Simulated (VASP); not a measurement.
# NbRh3Cl (Pm-3m) in VASP: single point with PBE

Aim: the single point of NbRh3Cl with PBE.

Program: VASP 6.6.1. These are calculated values, not measurements. Logs are shortened: lines on timing, memory, paths and dates and some standing lists are left out, and cuts for length are marked.

## 1. The cell of the first run

The structure is cubic, space group Pm-3m (No. 221). The conventional cell has a = 4.292 Å, b = 4.292 Å, c = 4.292 Å, α = 90.00°, β = 90.00°, γ = 90.00°. Within 4.0 Å of Nb (site symmetry m-3m) lie 12 Rh at 3.03 Å and 8 Cl at 3.72 Å. Rh (site symmetry 4/mmm) has 2 Cl at 2.15 Å within 2.8 Å. Cl (site symmetry m-3m) has 6 Rh at 2.15 Å within 2.8 Å.

The cell was built from a structure type or drawn by symmetry, and may not be a known phase.

## 2. Single point, PBE, collinear spin, ferrimagnetic start

The input, INCAR:

```
PREC     = Accurate       # precision mode
ENCUT    = 520            # plane-wave cutoff, eV
EDIFF    = 1E-6           # SCF threshold, eV
ISMEAR   = 0              # smearing method
SIGMA    = 0.1            # smearing width, eV
LREAL    = False          # projectors in reciprocal space
LASPH    = True           # aspherical terms in the spheres
NELM     = 150            # most SCF steps
ALGO     = Normal         # electronic algorithm
ISIF     = 2              # what is computed and relaxed
LWAVE    = False          # write WAVECAR
LCHARG   = False          # write CHGCAR
ISPIN    = 2              # spin polarisation
MAGMOM   = 0 -1 1 1 0     # initial moments
LORBIT   = 11             # projections on sites
LMAXMIX  = 4              # l up to which the mixer works
GGA      = PE             # functional
NBANDS   = 44             # bands
```

The input, KPOINTS:

```
regular mesh
0
Gamma
  4 4 4
```

The input, POSCAR:

```
NbRh3Cl
1.0
    4.2916173800      0.0000000000      0.0000000000
    0.0000000000      4.2916173800      0.0000000000
    0.0000000000      0.0000000000      4.2916173800
Nb Rh Cl
1 3 1
Direct
    0.5000000000      0.5000000000      0.5000000000
    0.0000000000      0.0000000000      0.5000000000
    0.5000000000      0.0000000000      0.0000000000
    0.0000000000      0.5000000000      0.0000000000
    0.0000000000      0.0000000000      0.0000000000
```

Potentials or basis: VASP PAW PBE potentials, release 64 (Nb_sv, Rh_pv, Cl).

Launch:

```sh
$ cat potpaw_PBE.64/Nb_sv/POTCAR potpaw_PBE.64/Rh_pv/POTCAR potpaw_PBE.64/Cl/POTCAR > POTCAR
$ mpirun -np 1 vasp_std > vasp.out
```

OUTCAR:

```text
PREC = Accurate
   ENCUT = 520
   EDIFF = 1E-6
   ISMEAR = 0
   LREAL = False
   LASPH = True
   NELM = 150
   ISIF = 2
   ISPIN = 2
   LORBIT = 11
   GGA = PE

 ion  position               nearest neighbor table
   1  0.500  0.500  0.500-   2 3.03   3 3.03   4 3.03   3 3.03   4 3.03   2 3.03   3 3.03   3 3.03
                             2 3.03   4 3.03   4 3.03   2 3.03
   2  0.000  0.000  0.500-   5 2.15   5 2.15   4 3.03   1 3.03   3 3.03   4 3.03   3 3.03   1 3.03
                             4 3.03   4 3.03   1 3.03   3 3.03   3 3.03   1 3.03
   3  0.500  0.000  0.000-   5 2.15   5 2.15   4 3.03   1 3.03   1 3.03   2 3.03   1 3.03   4 3.03
                             1 3.03   2 3.03   4 3.03   2 3.03   2 3.03   4 3.03
   4  0.000  0.500  0.000-   5 2.15   5 2.15   3 3.03   1 3.03   1 3.03   2 3.03   2 3.03   3 3.03
                             2 3.03   2 3.03   1 3.03   3 3.03   1 3.03   3 3.03
   5  0.000  0.000  0.000-   2 2.15   3 2.15   4 2.15   2 2.15   4 2.15   3 2.15

  LATTYP: Found a simple cubic cell.
 ALAT       =     4.2916173800

  Lattice vectors:

 A1 = (   4.2916173800,   0.0000000000,   0.0000000000)
 A2 = (   0.0000000000,   4.2916173800,   0.0000000000)
 A3 = (   0.0000000000,   0.0000000000,   4.2916173800)

Analysis of symmetry for initial positions (statically):
=====================================================================
 Subroutine PRICEL returns:
 Original cell was already a primitive cell.

 Routine SETGRP: Setting up the symmetry group for a
 simple cubic supercell.

 Subroutine GETGRP returns: Found 48 space group operations
 (whereof 48 operations were pure point group operations)
 out of a pool of 48 trial point group operations.

The static configuration has the point symmetry O_h .

Analysis of symmetry for dynamics (positions and initial velocities):
=====================================================================
 Subroutine PRICEL returns:
 Original cell was already a primitive cell.

 Routine SETGRP: Setting up the symmetry group for a
 simple cubic supercell.

 Subroutine GETGRP returns: Found 48 space group operations
 (whereof 48 operations were pure point group operations)
 out of a pool of 48 trial point group operations.

The dynamic configuration has the point symmetry O_h .

Analysis of structural, dynamic, and magnetic symmetry:
=====================================================================
 Subroutine PRICEL returns:
 Original cell was already a primitive cell.

 Routine SETGRP: Setting up the symmetry group for a
 simple cubic supercell.

 Subroutine GETGRP returns: Found 16 space group operations
 (whereof 16 operations were pure point group operations)
 out of a pool of 48 trial point group operations.

The overall configuration has the point symmetry D_4h.

 Subroutine INISYM returns: Found 16 space group operations
 (whereof 16 operations are pure point group operations),
 and found     1 'primitive' translations

----------------------------------------------------------------------------------------

                                     Primitive cell

  volume of cell :      79.0429

  direct lattice vectors                    reciprocal lattice vectors
     4.291617380  0.000000000  0.000000000     0.233012385  0.000000000  0.000000000
     0.000000000  4.291617380  0.000000000     0.000000000  0.233012385  0.000000000
     0.000000000  0.000000000  4.291617380     0.000000000  0.000000000  0.233012385

  length of vectors
     4.291617380  4.291617380  4.291617380     0.233012385  0.233012385  0.233012385

  position of ions in fractional coordinates (direct lattice)
     0.500000000  0.500000000  0.500000000
     0.000000000  0.000000000  0.500000000
     0.500000000  0.000000000  0.000000000
     0.000000000  0.500000000  0.000000000
     0.000000000  0.000000000  0.000000000

  ion indices of the primitive-cell ions
   primitive index   ion index
                 1           1
                 2           2
                 3           3
                 4           4
                 5           5

----------------------------------------------------------------------------------------

 KPOINTS: regular mesh

Automatic generation of k-mesh.
 Grid dimensions read from file:
 generate k-points for:    4    4    4

 Generating k-lattice:

  Cartesian coordinates                     Fractional coordinates (reciprocal lattice)
     0.058253096  0.000000000  0.000000000     0.250000000  0.000000000  0.000000000
     0.000000000  0.058253096  0.000000000     0.000000000  0.250000000  0.000000000
     0.000000000  0.000000000  0.058253096     0.000000000  0.000000000  0.250000000

  Length of vectors
     0.058253096  0.058253096  0.058253096

  Shift w.r.t. Gamma in fractional coordinates (k-lattice)
     0.000000000  0.000000000  0.000000000

 Subroutine IBZKPT returns following result:
 ===========================================

 Found     18 irreducible k-points:

 Following reciprocal coordinates:
            Coordinates               Weight
  0.000000  0.000000  0.000000      1.000000
  0.250000  0.000000  0.000000      4.000000
  0.000000  0.000000  0.250000      2.000000
  0.500000  0.000000  0.000000      2.000000
  0.000000  0.000000  0.500000      1.000000
  0.250000  0.250000  0.000000      4.000000
[... 10 lines left out ...]
  0.250000  0.500000  0.500000      4.000000
  0.500000  0.500000  0.500000      1.000000
   k-points           NKPTS =     18   k-points in BZ     NKDIM =     18   number of bands    NBANDS=     44
   number of dos      NEDOS =    301   number of ions     NIONS =      5
   total plane-waves  NPLWV =  32768
   dimension x,y,z NGX =    32 NGY =   32 NGZ =   32
   dimension x,y,z NGXF=    64 NGYF=   64 NGZF=   64
   ions per type =               1   3   1
   NGX,Y,Z   is equivalent  to a cutoff of  12.40, 12.40, 12.40 a.u.
   NGXF,Y,Z  is equivalent  to a cutoff of  24.79, 24.79, 24.79 a.u.
 SYSTEM =  unknown system
   PREC   = accura    normal or accurate (medium, high low for compatibility)
   ISTART =      0    job   : 0-new  1-cont  2-samecut
   ICHARG =      2    charge: 1-file 2-atom 10-const
   ISPIN  =      2    spin polarized calculation?
   LNONCOLLINEAR =      F non collinear calculations
   LSORBIT =      F    spin-orbit coupling
   LASPH  =      T    aspherical Exc in radial PAW
   ENCUT  =  520.0 eV  38.22 Ry    6.18 a.u.   7.98  7.98  7.98*2*pi/ulx,y,z
   NELM   =    150;   NELMIN=  2; NELMDL= -5     # of ELM steps
   EDIFF  = 0.1E-05   stopping-criterion for ELM
   LREAL  =      F    real-space projection
   EDIFFG = 0.1E-04   stopping-criterion for IOM
   NSW    =      0    number of steps for IOM
   IBRION =     -1    ionic relax: 0-MD 1-quasi-New 2-CG
   NFREE  =      0    steps in history (QN), initial steepest desc. (CG)
   ISIF   =      2    stress and relaxation
   ISYM   =      2    0-nonsym 1-usesym 2-fastsym
   POTIM  = 0.5000    time-step for ionic-motion
   TEBEG  =    0.0;   TEEND  =   0.0 temperature during run
   PSTRESS=    0.0 pullay stress
   NELECT =      65.0000    total number of electrons
   NUPDOWN=      -1.0000    fix difference up-down
   EMIN   =  10.00;   EMAX   =-10.00  energy-range for DOS
   EFERMI =   0.00;   METHOD = LEGACY
   ISMEAR =     0;   SIGMA  =   0.10  broadening in eV -4-tet -1-fermi 0-gaus
   EFERMI_NEDOS =   21; number of points for ismear=-14 and -15
   IALGO  =     38    algorithm
   IMIX   =      4    mixing-type and parameters
     AMIX     =   0.40;   BMIX     =  1.00
     AMIX_MAG =   1.60;   BMIX_MAG =  1.00
  volume/ion in A,a.u.               =      15.81       106.68
  Fermi-wavevector in a.u.,A,eV,Ry     =   1.533763  2.898392 32.006743  2.352429
  Thomas-Fermi vector in A             =   2.640785
   LORBIT       =     11    0 simple, 1 ext, 2 COOP (PROOUT), +10 PAW based schemes
   GGA     = PE    functional components
   LHFCALC =     F    Hartree Fock is set to
   AEXX    =    0.0000 exact exchange contribution
   IVDW    =     0    specifies the selected vdW correction
   LEPSILON=     F    determine dielectric tensor
   LRPA    =     F    only Hartree local field effects (RPA)
 spin polarized calculation
 Gauss-broadening in eV      SIGMA  =   0.10
  energy-cutoff  :      520.00
  volume of cell :       79.04
 maximum number of plane-waves:      2176
 NGX is ok and might be reduce to    32
   NGX = 15   NGY = 15   NGZ = 15

 number of electron      65.0000002 magnetization       0.1635875

 number of electron      65.0000004 magnetization      -0.0050601

 Free energy of the ion-electron system (eV)
  ---------------------------------------------------
  ext. energy  EPLUGINS =         0.00000000
  ---------------------------------------------------
  free energy    TOTEN  =       -29.79038946 eV

  energy without entropy =      -29.75386396  energy(sigma->0) =      -29.77212671

 E-fermi :  10.7319     XC(G=0): -12.6280

 val. band max:       10.6993742322   @ k =   0.2500   0.5000   0.5000
 cond. band min:      10.7706057837   @ k =   0.5000   0.2500   0.2500
 fundamental gap:      0.0712315516
 Fermi energy:        10.7318960775

 spin component 1

 k-point     1 :       0.0000    0.0000    0.0000
  band No.  band energies     occupation
      1     -45.3196      1.00000
      2     -36.2196      1.00000
      3     -36.2196      1.00000
      4     -36.2196      1.00000
      5     -35.5696      1.00000
      6     -35.5696      1.00000
[... 36 lines left out ...]
     43      17.4941      0.00000
     44      19.8631      0.00000

 k-point     2 :       0.2500    0.0000    0.0000
  band No.  band energies     occupation
      1     -45.3196      1.00000
      2     -36.2196      1.00000
      3     -36.2171      1.00000
      4     -36.2170      1.00000
      5     -35.5751      1.00000
      6     -35.5693      1.00000
[... 744 lines left out ...]
 k-point    18 :       0.5000    0.5000    0.5000
  band No.  band energies     occupation
      1     -45.3186      1.00000
      2     -36.4018      1.00000
      3     -36.1262      1.00000
      4     -36.1262      1.00000
      5     -35.6330      1.00000
      6     -35.6329      1.00000
[... 36 lines left out ...]
     43      19.7741      0.00000
     44      19.7741      0.00000
 Fermi energy:        10.7318960775

 spin component 2

 k-point     1 :       0.0000    0.0000    0.0000
  band No.  band energies     occupation
      1     -45.3213      1.00000
      2     -36.2203      1.00000
      3     -36.2203      1.00000
      4     -36.2203      1.00000
      5     -35.5700      1.00000
      6     -35.5700      1.00000
[... 36 lines left out ...]
     43      17.4937      0.00000
     44      19.8628      0.00000

 k-point     2 :       0.2500    0.0000    0.0000
  band No.  band energies     occupation
      1     -45.3213      1.00000
      2     -36.2202      1.00000
      3     -36.2177      1.00000
      4     -36.2177      1.00000
      5     -35.5754      1.00000
      6     -35.5696      1.00000
[... 744 lines left out ...]
 k-point    18 :       0.5000    0.5000    0.5000
  band No.  band energies     occupation
      1     -45.3204      1.00000
      2     -36.4025      1.00000
      3     -36.1269      1.00000
      4     -36.1269      1.00000
      5     -35.6333      1.00000
      6     -35.6333      1.00000
[... 36 lines left out ...]
     43      19.7740      0.00000
     44      19.7740      0.00000

------------------------ aborting loop because EDIFF is reached ----------------------------------------

  FORCE on cell =-STRESS in cart. coord.  units (eV):
  Direction    XX          YY          ZZ          XY          YZ          ZX
  --------------------------------------------------------------------------------------
  -------------------------------------------------------------------------------------
  Total        5.6380200      5.6380200      5.6381648      0.0000000      0.0000000      0.0000000
  in kB      114.2810462    114.2810462    114.2839823      0.0000000      0.0000000      0.0000000
  external PRESSURE =     114.2820249 kB  Pullay stress =       0.0000000 kB

 VOLUME and BASIS-vectors are now :
 -----------------------------------------------------------------------------
  energy-cutoff  :      520.00
  volume of cell :       79.04
      direct lattice vectors                 reciprocal lattice vectors
     4.291617380  0.000000000  0.000000000     0.233012385  0.000000000  0.000000000
     0.000000000  4.291617380  0.000000000     0.000000000  0.233012385  0.000000000
     0.000000000  0.000000000  4.291617380     0.000000000  0.000000000  0.233012385

 POSITION                                       TOTAL-FORCE (eV/Angst)
 -----------------------------------------------------------------------------------
      2.14581      2.14581      2.14581         0.000000      0.000000      0.000000
      0.00000      0.00000      2.14581         0.000000      0.000000      0.000000
      2.14581      0.00000      0.00000         0.000000      0.000000      0.000000
      0.00000      2.14581      0.00000         0.000000      0.000000      0.000000
      0.00000      0.00000      0.00000         0.000000      0.000000      0.000000
 -----------------------------------------------------------------------------------
    total drift:                                0.000000      0.000000     -0.000000

  FREE ENERGIE OF THE ION-ELECTRON SYSTEM (eV)
  ---------------------------------------------------
  free  energy   TOTEN  =       -29.7903894640 eV

  energy  without entropy=      -29.7538639562  energy(sigma->0) =      -29.77212671

 total charge

# of ion       s       p       d       tot
------------------------------------------
    1        2.159   5.968   2.213  10.340
    2        0.342   6.259   7.360  13.961
    3        0.342   6.259   7.360  13.961
    4        0.342   6.259   7.360  13.961
    5        1.594   3.523   0.000   5.117
--------------------------------------------------
tot          4.778  28.268  24.294  57.340

 magnetization (x)

# of ion       s       p       d       tot
------------------------------------------
    1       -0.000  -0.000  -0.002  -0.002
    2       -0.000  -0.000  -0.001  -0.001
    3       -0.000  -0.000  -0.001  -0.001
    4       -0.000  -0.000  -0.001  -0.001
    5        0.000  -0.000   0.000  -0.000
--------------------------------------------------
tot         -0.000  -0.000  -0.004  -0.004
```

Run time: 2 min. Hardware: 1 thread of Intel Xeon Platinum 8259CL at 2.50GHz (Skylake/Cascade Lake), shared host; peak memory 0.26 GiB.

Results:

- Free energy: -29.7904 eV
- Pressure: 11.4 GPa
- Net moment: -0.01 μB per cell
- Valence electrons inside the program's atomic spheres: Nb 10.34; Rh 13.96; Cl 5.12

Caveat: the k points lie up to 0.37 Å⁻¹ apart.
